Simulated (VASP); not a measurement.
# Si16H4F in VASP: a series of runs

Runs on Si16H4F. Level: PBE. Tasks: single point.

Everything below comes from runs of VASP 6.6.1. Logs are shortened: lines on timing, memory, paths and dates and some standing lists are left out, and cuts for length are marked.

## 1. The cell of the first run

The cell holds a slab with vacuum, 21 atoms: a = 7.679 Å, b = 7.679 Å, c = 17.419 Å, α = 90.00°, β = 90.00°, γ = 60.00°.

## 2. Single point, PBE, collinear spin

INCAR

```
  PREC = Accurate
  ENCUT = 520
  EDIFF = 1E-6
  ISMEAR = -1
  SIGMA = 0.02
  LREAL = Auto
  LASPH = True
  NELM = 150
  ALGO = Normal
  ISIF = 2
  LWAVE = False
  LCHARG = False
  ISPIN = 2
  MAGMOM = 0 0 0 0 0 0 0 0 0 0 0 0 0 0 0 0 0 -0.23 0.23 0.23 0
  LORBIT = 11
  GGA = PE
  NBANDS = 58
```

KPOINTS

```
Automatic mesh
0
Gamma
  2 2 1
```

POSCAR

```
Si16H4F
1.0
    7.6791800000      0.0000000000      0.0000000000
    3.8395900000      6.6503650000      0.0000000000
    0.0000000000      0.0000000000     17.4187650000
H Si F
4 16 1
Direct
    0.1666666792      0.1666666416      0.0574093514
    0.6666666792      0.1666666416      0.0574093514
    0.1666666416      0.6666667168      0.0574093514
    0.6666666416      0.6666667168      0.0574093514
    0.1666666792      0.1666666416      0.1435233784
    0.6666666792      0.1666666416      0.1435233784
    0.1666666416      0.6666667168      0.1435233784
    0.6666666416      0.6666667168      0.1435233784
   -0.1679969853      0.3339921944      0.1912580484
    0.3379627592      0.3286754938      0.1926708352
   -0.1657243250      0.8271573064      0.1906805104
    0.3284172700      0.8381422674      0.1864981243
   -0.2471582281      0.4711780481      0.3242195414
    0.2714302647      0.4813326787      0.3348913657
   -0.2465285396      0.9866079531      0.3470512978
    0.2880733764      0.9175783585      0.3171892496
   -0.0563156720      0.1352025039      0.3395207410
    0.4160665408      0.1396016610      0.3172871900
   -0.0740777871      0.6523547204      0.3159457057
    0.4458214099      0.6225922938      0.3968554602
    0.8452537973      1.0542010852      0.4393276446
```

Potentials or basis: VASP PAW PBE potentials, release 64 (H, Si, F).

The run is started by

```sh
> cat potpaw_PBE.64/H/POTCAR potpaw_PBE.64/Si/POTCAR potpaw_PBE.64/F/POTCAR > POTCAR
> mpirun -np 1 vasp_std > vasp.out
```

OUTCAR:

```text
PREC = Accurate
   ENCUT = 520
   EDIFF = 1E-6
   ISMEAR = -1
   LREAL = Auto
   LASPH = True
   NELM = 150
   ISIF = 2
   ISPIN = 2
   LORBIT = 11
   GGA = PE

 ion  position               nearest neighbor table
   1  0.167  0.167  0.057-   5 1.50
   2  0.667  0.167  0.057-   6 1.50
   3  0.167  0.667  0.057-   7 1.50
   4  0.667  0.667  0.057-   8 1.50
   5  0.167  0.167  0.144-   1 1.50  12 2.31   9 2.38  10 2.38
   6  0.667  0.167  0.144-   2 1.50  10 2.35   9 2.36  11 2.40
   7  0.167  0.667  0.144-   3 1.50  12 2.34  11 2.36  10 2.41
   8  0.667  0.667  0.144-   4 1.50  11 2.33   9 2.36  12 2.37
   9  0.832  0.334  0.191-   6 2.36   8 2.36   5 2.38  13 2.49  17 2.90
  10  0.338  0.329  0.193-   6 2.35   5 2.38   7 2.41  18 2.51  14 2.68
  11  0.834  0.827  0.191-   8 2.33   7 2.36   6 2.40  19 2.47  15 2.92
  12  0.328  0.838  0.186-   5 2.31  16 2.34   7 2.34   8 2.37
  13  0.753  0.471  0.324-  17 2.26  19 2.36  20 2.40   9 2.49
  14  0.271  0.481  0.335-  18 2.30  19 2.32  20 2.36  10 2.68
  15  0.753  0.987  0.347-  21 1.93  17 2.26  19 2.29  18 2.31  11 2.92
  16  0.288  0.918  0.317-  12 2.34  17 2.35  18 2.36  20 2.40
  17  0.944  0.135  0.340-  21 2.11  13 2.26  15 2.26  16 2.35   9 2.90
  18  0.416  0.140  0.317-  14 2.30  15 2.31  16 2.36  10 2.51
  19  0.926  0.652  0.316-  15 2.29  14 2.32  13 2.36  11 2.47
  20  0.446  0.623  0.397-  14 2.36  13 2.40  16 2.40
  21  0.845  0.054  0.439-  15 1.93  17 2.11

  LATTYP: Found a hexagonal cell.
 ALAT       =     7.6791800344
 C/A-ratio  =     2.2683105386

  Lattice vectors:

 A1 = (  -3.8395900000,  -6.6503650000,   0.0000000000)
 A2 = (   7.6791800000,   0.0000000000,   0.0000000000)
 A3 = (   0.0000000000,   0.0000000000,  17.4187650000)

Analysis of symmetry for initial positions (statically):
=====================================================================
 Subroutine PRICEL returns:
 Original cell was already a primitive cell.

 Routine SETGRP: Setting up the symmetry group for a
 hexagonal supercell.

 Subroutine GETGRP returns: Found  1 space group operations
 (whereof  1 operations were pure point group operations)
 out of a pool of 24 trial point group operations.

The static configuration has the point symmetry C_1 .

Analysis of symmetry for dynamics (positions and initial velocities):
=====================================================================
 Subroutine PRICEL returns:
 Original cell was already a primitive cell.

 Routine SETGRP: Setting up the symmetry group for a
 hexagonal supercell.

 Subroutine GETGRP returns: Found  1 space group operations
 (whereof  1 operations were pure point group operations)
 out of a pool of 24 trial point group operations.

The dynamic configuration has the point symmetry C_1 .

Analysis of structural, dynamic, and magnetic symmetry:
=====================================================================
 Subroutine PRICEL returns:
 Original cell was already a primitive cell.

 Routine SETGRP: Setting up the symmetry group for a
 hexagonal supercell.

 Subroutine GETGRP returns: Found  1 space group operations
 (whereof  1 operations were pure point group operations)
 out of a pool of 24 trial point group operations.

The overall configuration has the point symmetry C_1 .

 Subroutine INISYM returns: Found  1 space group operations
 (whereof  1 operations are pure point group operations),
 and found     1 'primitive' translations

----------------------------------------------------------------------------------------

                                     Primitive cell

  volume of cell :     889.5650

  direct lattice vectors                    reciprocal lattice vectors
     7.679180000  0.000000000  0.000000000     0.130222237 -0.075183843  0.000000000
     3.839590000  6.650365000  0.000000000     0.000000000  0.150367687  0.000000000
     0.000000000  0.000000000 17.418765000     0.000000000  0.000000000  0.057409351

  length of vectors
     7.679180000  7.679180034 17.418765000     0.150367687  0.150367687  0.057409351

  position of ions in fractional coordinates (direct lattice)
     0.166666679  0.166666642  0.057409351
[... 80 lines left out ...]
   dimension x,y,z NGX =    60 NGY =   60 NGZ =  140
   dimension x,y,z NGXF=   120 NGYF=  120 NGZF=  280
   ions per type =               4  16   1
   NGX,Y,Z   is equivalent  to a cutoff of  12.99, 12.99, 13.36 a.u.
   NGXF,Y,Z  is equivalent  to a cutoff of  25.98, 25.98, 26.72 a.u.
 SYSTEM =  unknown system
   PREC   = accura    normal or accurate (medium, high low for compatibility)
   ISTART =      0    job   : 0-new  1-cont  2-samecut
   ICHARG =      2    charge: 1-file 2-atom 10-const
   ISPIN  =      2    spin polarized calculation?
   LNONCOLLINEAR =      F non collinear calculations
   LSORBIT =      F    spin-orbit coupling
   LASPH  =      T    aspherical Exc in radial PAW
   ENCUT  =  520.0 eV  38.22 Ry    6.18 a.u.  14.28 14.28 32.39*2*pi/ulx,y,z
   NELM   =    150;   NELMIN=  2; NELMDL= -5     # of ELM steps
   EDIFF  = 0.1E-05   stopping-criterion for ELM
   LREAL  =      T    real-space projection
   EDIFFG = 0.1E-04   stopping-criterion for IOM
   NSW    =      0    number of steps for IOM
   IBRION =     -1    ionic relax: 0-MD 1-quasi-New 2-CG
   NFREE  =      0    steps in history (QN), initial steepest desc. (CG)
   ISIF   =      2    stress and relaxation
   ISYM   =      2    0-nonsym 1-usesym 2-fastsym
   POTIM  = 0.5000    time-step for ionic-motion
   TEBEG  =    0.0;   TEEND  =   0.0 temperature during run
   PSTRESS=    0.0 pullay stress
   NELECT =      75.0000    total number of electrons
   NUPDOWN=      -1.0000    fix difference up-down
   EMIN   =  10.00;   EMAX   =-10.00  energy-range for DOS
   EFERMI =   0.00;   METHOD = LEGACY
   ISMEAR =    -1;   SIGMA  =   0.02  broadening in eV -4-tet -1-fermi 0-gaus
   EFERMI_NEDOS =   21; number of points for ismear=-14 and -15
   IALGO  =     38    algorithm
   IMIX   =      4    mixing-type and parameters
     AMIX     =   0.40;   BMIX     =  1.00
     AMIX_MAG =   1.60;   BMIX_MAG =  1.00
  volume/ion in A,a.u.               =      42.36       285.86
  Fermi-wavevector in a.u.,A,eV,Ry     =   0.717854  1.356547  7.011274  0.515314
  Thomas-Fermi vector in A             =   1.806641
   LORBIT       =     11    0 simple, 1 ext, 2 COOP (PROOUT), +10 PAW based schemes
   GGA     = PE    functional components
   LHFCALC =     F    Hartree Fock is set to
   AEXX    =    0.0000 exact exchange contribution
   IVDW    =     0    specifies the selected vdW correction
   LEPSILON=     F    determine dielectric tensor
   LRPA    =     F    only Hartree local field effects (RPA)
 spin polarized calculation
  energy-cutoff  :      520.00
  volume of cell :      889.57
 maximum number of plane-waves:     23990
 NGX is ok and might be reduce to    60
   NGX = 29   NGY = 29   NGZ = 65

 number of electron      75.0000003 magnetization      -0.0000026

 number of electron      75.0000003 magnetization       0.0000089

 Free energy of the ion-electron system (eV)
  ---------------------------------------------------
  ext. energy  EPLUGINS =         0.00000000
  ---------------------------------------------------
  free energy    TOTEN  =       -99.51748832 eV

  energy without entropy =      -99.51745420  energy(sigma->0) =      -99.51747126

 E-fermi :  -0.2591     XC(G=0):  -4.4047

 val. band max:       -0.4321394289   @ k =   0.5000   0.5000   0.0000
 cond. band min:      -0.0853792168   @ k =   0.0000   0.0000   0.0000
 fundamental gap:      0.3467602120
 Fermi energy:        -0.2590692436

 spin component 1

 k-point     1 :       0.0000    0.0000    0.0000
  band No.  band energies     occupation
      1     -25.0693      1.00000
      2     -12.6411      1.00000
      3     -11.1631      1.00000
      4     -10.6334      1.00000
      5     -10.4877      1.00000
      6     -10.0078      1.00000
[... 197 lines left out ...]
     48       2.5292      0.00000
     49       2.7568      0.00000
 Fermi energy:        -0.2590692436

 spin component 2

 k-point     1 :       0.0000    0.0000    0.0000
  band No.  band energies     occupation
      1     -25.0693      1.00000
      2     -12.6411      1.00000
      3     -11.1631      1.00000
      4     -10.6334      1.00000
      5     -10.4877      1.00000
      6     -10.0078      1.00000
[... 197 lines left out ...]
     48       2.5292      0.00000
     49       2.7568      0.00000
 [bands above 49 left out]

------------------------ aborting loop because EDIFF is reached ----------------------------------------

  FORCE on cell =-STRESS in cart. coord.  units (eV):
  Direction    XX          YY          ZZ          XY          YZ          ZX
  --------------------------------------------------------------------------------------
  -------------------------------------------------------------------------------------
  Total        3.8326535      0.6589767     -1.2238729      1.4064476     -1.8958406      0.0921009
  in kB        6.9029138      1.1868695     -2.2042925      2.5331239     -3.4145598      0.1658811
  external PRESSURE =       1.9618303 kB  Pullay stress =       0.0000000 kB

 VOLUME and BASIS-vectors are now :
 -----------------------------------------------------------------------------
  energy-cutoff  :      520.00
  volume of cell :      889.57
      direct lattice vectors                 reciprocal lattice vectors
     7.679180000  0.000000000  0.000000000     0.130222237 -0.075183843  0.000000000
     3.839590000  6.650365000  0.000000000     0.000000000  0.150367687  0.000000000
     0.000000000  0.000000000 17.418765000     0.000000000  0.000000000  0.057409351

 POSITION                                       TOTAL-FORCE (eV/Angst)
 -----------------------------------------------------------------------------------
      1.91979      1.10839      1.00000        -0.017860      0.277520     -0.120236
      5.75938      1.10839      1.00000         0.109623      0.021138     -0.093018
      3.83959      4.43358      1.00000         0.087652      0.002730     -0.142989
      7.67918      4.43358      1.00000        -0.077980      0.041065     -0.084410
      1.91979      1.10839      2.50000        -0.013564      0.350935     -0.000651
      5.75938      1.10839      2.50000         0.017599     -0.153395      0.552594
[... 13 lines left out ...]
      5.81404      4.14047      6.91273        -0.004741     -0.052759     -0.013626
      6.69897      0.36046      7.65254        -0.140625     -0.169404     -0.335141
 -----------------------------------------------------------------------------------
    total drift:                                0.001704     -0.003533     -0.007644

  FREE ENERGIE OF THE ION-ELECTRON SYSTEM (eV)
  ---------------------------------------------------
  free  energy   TOTEN  =       -99.5174883234 eV

  energy  without entropy=      -99.5174542002  energy(sigma->0) =      -99.51747126

 total charge

# of ion       s       p       d       tot
------------------------------------------
    1        0.559   0.014   0.000   0.572
    2        0.558   0.014   0.000   0.572
    3        0.560   0.014   0.000   0.573
    4        0.558   0.014   0.000   0.572
    5        0.743   0.954   0.000   1.698
    6        0.747   0.937   0.000   1.685
[... 13 lines left out ...]
   20        0.850   0.780   0.000   1.630
   21        1.751   4.294   0.000   6.044
--------------------------------------------------
tot         16.157  18.872   0.000  35.029

 magnetization (x)

# of ion       s       p       d       tot
------------------------------------------
    1        0.000  -0.000   0.000   0.000
    2        0.000  -0.000   0.000   0.000
    3       -0.000  -0.000   0.000  -0.000
    4       -0.000  -0.000   0.000  -0.000
    5        0.000  -0.000   0.000  -0.000
    6        0.000  -0.000   0.000  -0.000
[... 13 lines left out ...]
   20        0.000  -0.000   0.000   0.000
   21       -0.000   0.000   0.000   0.000
--------------------------------------------------
tot          0.000  -0.000   0.000   0.000
```

Wall time 16 min (1 thread of Intel Xeon Platinum 8488C (Sapphire Rapids), shared host); peak memory 1.4 GiB.

What came out:

* Free energy: -99.5175 eV
* Largest force: 0.574 eV/Å
* Net moment: 0.00 μB per cell
* Valence electrons inside the program's atomic spheres: H 0.57; Si 1.70, 1.69, 1.67, 1.65, 1.71, 1.66, 1.62, 1.64, 1.68, 1.63 (each value once); F 6.04

Forces in eV/Å, atoms in the order of the input:
```
H   -0.018  0.278 -0.120
H    0.110  0.021 -0.093
H    0.088  0.003 -0.143
H   -0.078  0.041 -0.084
Si  -0.014  0.351 -0.001
Si   0.018 -0.153  0.553
Si  -0.173 -0.193  0.155
Si  -0.113 -0.015  0.013
Si   0.001  0.003 -0.047
Si  -0.001  0.005  0.037
Si  -0.006 -0.021  0.127
Si   0.028 -0.012 -0.012
Si   0.025  0.071 -0.050
Si  -0.022 -0.073 -0.053
Si   0.125  0.043  0.281
Si   0.111 -0.044 -0.024
Si  -0.039 -0.059 -0.125
Si   0.075 -0.028  0.015
Si   0.028  0.005 -0.079
Si  -0.005 -0.053 -0.014
F   -0.141 -0.169 -0.335
```

Caveat: the k points lie up to 0.47 Å⁻¹ apart; there is no dipole correction, which matters where the two faces differ.

## 3. Single point, PBE, collinear spin

INCAR

```
PREC = Accurate
ENCUT = 520
EDIFF = 1E-7
ISMEAR = -1
SIGMA = 0.02
LREAL = Auto
LASPH = T
NELM = 150
ALGO = Normal
ISIF = 2
LWAVE = F
LCHARG = T
ISPIN = 2
MAGMOM = 0 0 0 0 0 0 0 0 0 0 0 0 0 0 0 0 0 -0.23 0.23 0.23 0
LORBIT = 11
GGA = PE
LELF = T
LVHAR = T
NBANDS = 58
```

KPOINTS

```
regular mesh
0
Gamma
  2 2 1
```

POSCAR

```
Si16H4F
1.0
    7.6791800000      0.0000000000      0.0000000000
    3.8395900000      6.6503650000      0.0000000000
    0.0000000000      0.0000000000     17.4187650000
H Si F
4 16 1
Direct
    0.1666666792      0.1666666416      0.0574093514
    0.6666666792      0.1666666416      0.0574093514
    0.1666666416      0.6666667168      0.0574093514
    0.6666666416      0.6666667168      0.0574093514
    0.1666666792      0.1666666416      0.1435233784
    0.6666666792      0.1666666416      0.1435233784
    0.1666666416      0.6666667168      0.1435233784
    0.6666666416      0.6666667168      0.1435233784
   -0.1636174658      0.3258816621      0.1887107381
    0.3386514088      0.3255092014      0.1904424912
   -0.1637823389      0.8275852528      0.1894049894
    0.3311593794      0.8383596991      0.1876289163
   -0.2585387411      0.5153832910      0.3496183570
    0.2467763290      0.5122031648      0.3492061578
   -0.2568929993      1.0341316604      0.3634205984
    0.2824975349      0.9444809420      0.3160131043
   -0.0737407902      0.1801777797      0.3143620113
    0.4093153010      0.1747012382      0.3170031859
   -0.0995004351      0.7029247267      0.3214688871
    0.4185867952      0.6633858442      0.4033169401
    0.7409421140      1.0692420642      0.4561755096
```

Potentials or basis: VASP PAW PBE potentials, release 64 (H, Si, F).

The run is started by

```sh
> cat potpaw_PBE.64/H/POTCAR potpaw_PBE.64/Si/POTCAR potpaw_PBE.64/F/POTCAR > POTCAR
> mpirun -np 1 vasp_std > vasp.out
```

It took 13 min on 1 thread of Intel Xeon 6975P-C (Granite Rapids), shared host; peak memory 1.5 GiB.

Results (log left out):

```yaml
Free_energy: -100.5383 eV
Largest_force: 0.793 eV/Å
Net_moment: 0.00 μB per cell
Valence_electrons_inside_the_program's_atomic_spheres: H 0.57; Si 1.72, 1.70, 1.69, 1.67, 1.68, 1.71, 1.63, 1.64 (each value once); F 6.12
```

Forces on the atoms (eV/Å):
```
H    0.046  0.158 -0.155
H   -0.008 -0.046 -0.108
H    0.089 -0.140 -0.050
H   -0.073 -0.136 -0.050
Si   0.059  0.055 -0.788
Si  -0.022 -0.402  0.041
Si   0.025 -0.077  0.576
Si   0.011 -0.039  0.494
Si  -0.005  0.000  0.001
Si   0.003 -0.003 -0.012
Si  -0.001 -0.008  0.007
Si   0.001  0.002  0.009
Si   0.031  0.074  0.042
Si  -0.005  0.080  0.034
Si  -0.035  0.041 -0.196
Si   0.000  0.067 -0.005
Si  -0.031  0.068  0.010
Si   0.019  0.082 -0.021
Si   0.003  0.080 -0.012
Si   0.010  0.086  0.015
F   -0.120  0.055  0.171
```

Levels at points of the mesh, in eV from the Fermi level:
Spin up:
| k point | band 33 | band 34 | band 35 | band 36 | band 37 | band 38 | band 39 | band 40 | band 41 | band 42 |
| --- | --- | --- | --- | --- | --- | --- | --- | --- | --- | --- |
| (0.00, 0.00, 0.00) | -1.66 | -1.43 | -1.20 | -1.01 | -0.98 | 0.04 | 0.48 | 0.73 | 0.77 | 0.91 |
| (0.50, 0.00, 0.00) | -2.11 | -1.88 | -1.84 | -1.73 | -1.17 | -0.05 | 0.79 | 1.25 | 1.34 | 1.44 |
| (0.50, 0.50, 0.00) | -2.09 | -1.90 | -1.84 | -1.76 | -1.16 | -0.06 | 0.77 | 1.22 | 1.33 | 1.43 |
| (0.00, 0.50, 0.00) | -2.21 | -2.13 | -1.70 | -1.30 | -1.20 | 0.32 | 0.33 | 0.85 | 1.23 | 1.54 |
Spin down:
```csv
k point,band 35,band 36,band 37,band 38,band 39,band 40
"(0.00, 0.00, 0.00)",-1.20,-1.01,-0.98,0.04,0.48,0.73
"(0.50, 0.00, 0.00)",-1.84,-1.73,-1.17,-0.05,0.79,1.25
"(0.50, 0.50, 0.00)",-1.84,-1.76,-1.16,-0.06,0.77,1.22
"(0.00, 0.50, 0.00)",-1.70,-1.30,-1.20,0.32,0.33,0.85
```

Caveat: the k points lie up to 0.47 Å⁻¹ apart; there is no dipole correction, which matters where the two faces differ.
